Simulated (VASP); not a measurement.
# Ni (I4/mmm) in VASP: single point with PBEsol

Aim: the single point of Ni with PBEsol.

Program: VASP 6.6.1. These are calculated values, not measurements. Logs are shortened: lines on timing, memory, paths and dates and some standing lists are left out, and cuts for length are marked.

## (1) The cell of the first run

Symmetry: I4/mmm, No. 139, tetragonal system. The conventional cell has a = 2.508 Å, b = 2.508 Å, c = 3.336 Å, α = 90.00°, β = 90.00°, γ = 90.00°. Within 3.2 Å of Ni (site symmetry 4/mmm) lie 12 Ni at 2.43 to 2.51 Å.

## (2) Single point, PBEsol, collinear spin, ferromagnetic start

The input, INCAR:

```
ALGO = Normal
EDIFF = 1E-7
ENCUT = 520
GGA = PS
ISIF = 2
ISMEAR = -1
ISPIN = 2
LASPH = T
LCHARG = F
LMAXMIX = 4
LORBIT = 11
LREAL = F
LWAVE = F
MAGMOM = 1
NBANDS = 15
NELM = 150
PREC = Accurate
SIGMA = 0.05
```

The input, KPOINTS:

```
k-points
0
Gamma
  13 13 13
```

The input, POSCAR:

```
Ni
1.0
    0.0000000000      1.7734029486      1.6680700157
    1.7734029486      0.0000000000      1.6680700157
    1.7734029486      1.7734029486      0.0000000000
Ni
1
Direct
    0.0000000000      0.0000000000      0.0000000000
```

Potentials or basis: VASP PAW PBE potentials, release 64 (Ni).

Started as:

```
$ cat potpaw_PBE.64/Ni/POTCAR > POTCAR
$ mpirun -np 1 vasp_std > vasp.out
```

OUTCAR:

```text
EDIFF = 1E-7
   ENCUT = 520
   GGA = PS
   ISIF = 2
   ISMEAR = -1
   ISPIN = 2
   LASPH = T
   LORBIT = 11
   LREAL = F
   NELM = 150
   PREC = Accurate

 ion  position               nearest neighbor table
   1  0.000  0.000  0.000-

  LATTYP: Found a body centered tetragonal cell.
 ALAT       =     2.5079705015
 C/A-ratio  =     1.3302150203

  Lattice vectors:

 A1 = (   0.0000000000,  -1.7734029486,  -1.6680700157)
 A2 = (   0.0000000000,   1.7734029486,  -1.6680700157)
 A3 = (   1.7734029486,   0.0000000000,   1.6680700157)

Analysis of symmetry for initial positions (statically):
=====================================================================
 Subroutine PRICEL returns:
 Original cell was already a primitive cell.

 Routine SETGRP: Setting up the symmetry group for a
 body centered tetragonal supercell.

 Subroutine GETGRP returns: Found 16 space group operations
 (whereof 16 operations were pure point group operations)
 out of a pool of 16 trial point group operations.

The static configuration has the point symmetry D_4h.

Analysis of symmetry for dynamics (positions and initial velocities):
=====================================================================
 Subroutine PRICEL returns:
 Original cell was already a primitive cell.

 Routine SETGRP: Setting up the symmetry group for a
 body centered tetragonal supercell.

 Subroutine GETGRP returns: Found 16 space group operations
 (whereof 16 operations were pure point group operations)
 out of a pool of 16 trial point group operations.

The dynamic configuration has the point symmetry D_4h.

Analysis of structural, dynamic, and magnetic symmetry:
=====================================================================
 Subroutine PRICEL returns:
 Original cell was already a primitive cell.

 Routine SETGRP: Setting up the symmetry group for a
 body centered tetragonal supercell.

 Subroutine GETGRP returns: Found 16 space group operations
 (whereof 16 operations were pure point group operations)
 out of a pool of 16 trial point group operations.

The overall configuration has the point symmetry D_4h.

 Subroutine INISYM returns: Found 16 space group operations
 (whereof 16 operations are pure point group operations),
 and found     1 'primitive' translations

----------------------------------------------------------------------------------------

                                     Primitive cell

  volume of cell :      10.4920

  direct lattice vectors                    reciprocal lattice vectors
     0.000000000  1.773402949  1.668070016    -0.281943819  0.281943819  0.299747610
     1.773402949  0.000000000  1.668070016     0.281943819 -0.281943819  0.299747610
     1.773402949  1.773402949  0.000000000     0.281943819  0.281943819 -0.299747610

  length of vectors
     2.434628431  2.434628431  2.507970501     0.498831899  0.498831899  0.498831899

  position of ions in fractional coordinates (direct lattice)
     0.000000000  0.000000000  0.000000000

  ion indices of the primitive-cell ions
   primitive index   ion index
                 1           1

----------------------------------------------------------------------------------------

 KPOINTS: k-points

Automatic generation of k-mesh.
 Grid dimensions read from file:
 generate k-points for:   13   13   13

 Generating k-lattice:

  Cartesian coordinates                     Fractional coordinates (reciprocal lattice)
    -0.021687986  0.021687986  0.023057508     0.076923077  0.000000000  0.000000000
     0.021687986 -0.021687986  0.023057508     0.000000000  0.076923077  0.000000000
     0.021687986  0.021687986 -0.023057508     0.000000000  0.000000000  0.076923077

  Length of vectors
     0.038371685  0.038371685  0.038371685

  Shift w.r.t. Gamma in fractional coordinates (k-lattice)
     0.000000000  0.000000000  0.000000000

 Subroutine IBZKPT returns following result:
 ===========================================

 Found    196 irreducible k-points:

 Following reciprocal coordinates:
            Coordinates               Weight
  0.000000  0.000000  0.000000      1.000000
  0.076923 -0.000000  0.000000      8.000000
  0.153846  0.000000  0.000000      8.000000
  0.230769  0.000000  0.000000      8.000000
  0.307692  0.000000  0.000000      8.000000
  0.384615 -0.000000  0.000000      8.000000
[... 16 lines left out ...]
  0.384615  0.153846  0.000000      8.000000
  0.461538  0.153846  0.000000      8.000000
 [... further k-points ...]
   k-points           NKPTS =    196   k-points in BZ     NKDIM =    196   number of bands    NBANDS=     15
   number of dos      NEDOS =    301   number of ions     NIONS =      1
   total plane-waves  NPLWV =   6480
   dimension x,y,z NGX =    18 NGY =   18 NGZ =   20
   dimension x,y,z NGXF=    36 NGYF=   36 NGZF=   40
   ions per type =               1
   NGX,Y,Z   is equivalent  to a cutoff of  12.29, 12.29, 13.26 a.u.
   NGXF,Y,Z  is equivalent  to a cutoff of  24.58, 24.58, 26.51 a.u.
 SYSTEM =  unknown system
   PREC   = accura    normal or accurate (medium, high low for compatibility)
   ISTART =      0    job   : 0-new  1-cont  2-samecut
   ICHARG =      2    charge: 1-file 2-atom 10-const
   ISPIN  =      2    spin polarized calculation?
   LNONCOLLINEAR =      F non collinear calculations
   LSORBIT =      F    spin-orbit coupling
   LASPH  =      T    aspherical Exc in radial PAW
   ENCUT  =  520.0 eV  38.22 Ry    6.18 a.u.   4.53  4.53  4.66*2*pi/ulx,y,z
   NELM   =    150;   NELMIN=  2; NELMDL= -5     # of ELM steps
   EDIFF  = 0.1E-06   stopping-criterion for ELM
   LREAL  =      F    real-space projection
   EDIFFG = 0.1E-05   stopping-criterion for IOM
   NSW    =      0    number of steps for IOM
   IBRION =     -1    ionic relax: 0-MD 1-quasi-New 2-CG
   NFREE  =      0    steps in history (QN), initial steepest desc. (CG)
   ISIF   =      2    stress and relaxation
   ISYM   =      2    0-nonsym 1-usesym 2-fastsym
   POTIM  = 0.5000    time-step for ionic-motion
   TEBEG  =    0.0;   TEEND  =   0.0 temperature during run
   PSTRESS=    0.0 pullay stress
   NELECT =      10.0000    total number of electrons
   NUPDOWN=      -1.0000    fix difference up-down
   EMIN   =  10.00;   EMAX   =-10.00  energy-range for DOS
   EFERMI =   0.00;   METHOD = LEGACY
   ISMEAR =    -1;   SIGMA  =   0.05  broadening in eV -4-tet -1-fermi 0-gaus
   EFERMI_NEDOS =   21; number of points for ismear=-14 and -15
   IALGO  =     38    algorithm
   IMIX   =      4    mixing-type and parameters
     AMIX     =   0.40;   BMIX     =  1.00
     AMIX_MAG =   1.60;   BMIX_MAG =  1.00
  volume/ion in A,a.u.               =      10.49        70.80
  Fermi-wavevector in a.u.,A,eV,Ry     =   1.611097  3.044533 35.315755  2.595635
  Thomas-Fermi vector in A             =   2.706542
   LORBIT       =     11    0 simple, 1 ext, 2 COOP (PROOUT), +10 PAW based schemes
   GGA     = PS    functional components
   LHFCALC =     F    Hartree Fock is set to
   AEXX    =    0.0000 exact exchange contribution
   IVDW    =     0    specifies the selected vdW correction
   LEPSILON=     F    determine dielectric tensor
   LRPA    =     F    only Hartree local field effects (RPA)
 spin polarized calculation
  energy-cutoff  :      520.00
  volume of cell :       10.49
 maximum number of plane-waves:       298
 NGX is ok and might be reduce to    18
   NGX =  9   NGY =  9   NGZ =  9

 number of electron      10.0000002 magnetization       0.6166806

 Free energy of the ion-electron system (eV)
  ---------------------------------------------------
  ext. energy  EPLUGINS =         0.00000000
  ---------------------------------------------------
  free energy    TOTEN  =        -6.13518226 eV

  energy without entropy =       -6.12202880  energy(sigma->0) =       -6.12860553

 E-fermi :   9.7030     XC(G=0): -13.6516

 val. band max:        9.6982785149   @ k =   0.4615   0.3077   0.0769
 cond. band min:       9.7030699014   @ k =  -0.1538   0.3077   0.2308
 fundamental gap:      0.0047913865
 Fermi energy:         9.7029933801

 spin component 1

 k-point     1 :       0.0000    0.0000    0.0000
  band No.  band energies     occupation
      1       0.3942      1.00000
      2       7.0829      1.00000
      3       7.0829      1.00000
      4       7.4610      1.00000
      5       8.2059      1.00000
      6       8.6208      1.00000
      7      33.7927      0.00000
      8      37.6043      0.00000
      9      37.6043      0.00000
     10      38.3913      0.00000
     11      40.6791      0.00000
     12      41.0679      0.00000
     13      41.0679      0.00000
     14      43.6672      0.00000
     15      48.7824      0.00000
[... 397 lines left out ...]
 k-point    24 :       0.4615    0.1538    0.0000
  band No.  band energies     occupation
      1       5.0640      1.00000
      2       6.7945      1.00000
      3       7.3806      1.00000
      4       7.4351      1.00000
      5       9.2160      0.99994
      6      10.7263      0.00000
      7      17.5706      0.00000
      8      29.7193      0.00000
      9      30.0609      0.00000
     10      32.5593      0.00000
     11      42.2550      0.00000
     12      42.7031      0.00000
     13      45.7683      0.00000
     14      50.2319      0.00000
     15      55.9607      0.00000

 [... further k-points ...]

 spin component 2

 k-point     1 :       0.0000    0.0000    0.0000
  band No.  band energies     occupation
      1       0.3866      1.00000
      2       7.7992      1.00000
      3       7.7992      1.00000
      4       8.1607      1.00000
      5       8.8177      1.00000
      6       9.2127      0.99994
      7      33.6886      0.00000
      8      37.5865      0.00000
      9      37.5865      0.00000
     10      38.4244      0.00000
     11      40.7693      0.00000
     12      41.2071      0.00000
     13      41.2071      0.00000
     14      43.5807      0.00000
     15      48.9877      0.00000
[... 397 lines left out ...]
 k-point    24 :       0.4615    0.1538    0.0000
  band No.  band energies     occupation
      1       5.4328      1.00000
      2       7.1963      1.00000
      3       7.9798      1.00000
      4       8.0706      1.00000
      5       9.9601      0.00581
      6      11.1511      0.00000
      7      17.8521      0.00000
      8      29.8192      0.00000
      9      30.0782      0.00000
     10      32.6559      0.00000
     11      42.3180      0.00000
     12      42.7319      0.00000
     13      45.8503      0.00000
     14      50.4488      0.00000
     15      57.3252      0.00000

 [... further k-points ...]
[... 5 lines left out ...]
  --------------------------------------------------------------------------------------
  -------------------------------------------------------------------------------------
  Total       -0.2806645     -0.2806645      0.1271814      0.0000000      0.0000000      0.0000000
  in kB      -42.8586888    -42.8586888     19.4211558      0.0000000      0.0000000      0.0000000
  external PRESSURE =     -22.0987406 kB  Pullay stress =       0.0000000 kB

 VOLUME and BASIS-vectors are now :
 -----------------------------------------------------------------------------
  energy-cutoff  :      520.00
  volume of cell :       10.49
      direct lattice vectors                 reciprocal lattice vectors
     0.000000000  1.773402949  1.668070016    -0.281943819  0.281943819  0.299747610
     1.773402949  0.000000000  1.668070016     0.281943819 -0.281943819  0.299747610
     1.773402949  1.773402949  0.000000000     0.281943819  0.281943819 -0.299747610

 POSITION                                       TOTAL-FORCE (eV/Angst)
 -----------------------------------------------------------------------------------
      0.00000      0.00000      0.00000         0.000000      0.000000      0.000000
 -----------------------------------------------------------------------------------
    total drift:                                0.000000     -0.000000      0.000000

  FREE ENERGIE OF THE ION-ELECTRON SYSTEM (eV)
  ---------------------------------------------------
  free  energy   TOTEN  =        -6.1351822589 eV

  energy  without entropy=       -6.1220288011  energy(sigma->0) =       -6.12860553

 total charge

# of ion       s       p       d       tot
------------------------------------------
    1        0.516   0.536   8.330   9.381

 magnetization (x)

# of ion       s       p       d       tot
------------------------------------------
    1       -0.006  -0.023   0.652   0.623
```

Wall time 46 s (1 thread of AMD EPYC 9R45 (Zen 5), shared host); peak memory 0.13 GiB.

What came out:

```
Free energy                                           : -6.1352 eV
Pressure                                              : -2.2 GPa
Net moment                                            : 0.62 μB per cell
Site moments                                          : Ni +0.62 μB
Valence electrons inside the program's atomic spheres : Ni 9.38
```

Stress tensor (GPa, compression positive):
```
-4.29  0.00  0.00
 0.00 -4.29  0.00
 0.00  0.00  1.94
```

Levels at points of the mesh, in eV from the Fermi level:
Spin up:
```
           k point  band 1  band 2  band 3  band 4  band 5  band 6  band 7  band 8  band 9  band 10
(0.00, 0.00, 0.00)   -9.31   -2.62   -2.62   -2.24   -1.50   -1.08   24.09   27.90   27.90    28.69
```
Spin down:
```
           k point  band 1  band 2  band 3  band 4  band 5  band 6  band 7  band 8  band 9  band 10
(0.00, 0.00, 0.00)   -9.32   -1.90   -1.90   -1.54   -0.89   -0.49   23.99   27.88   27.88    28.72
```

Caveat: the PAW data sets were made with another functional, which shifts forces and pressure a little.
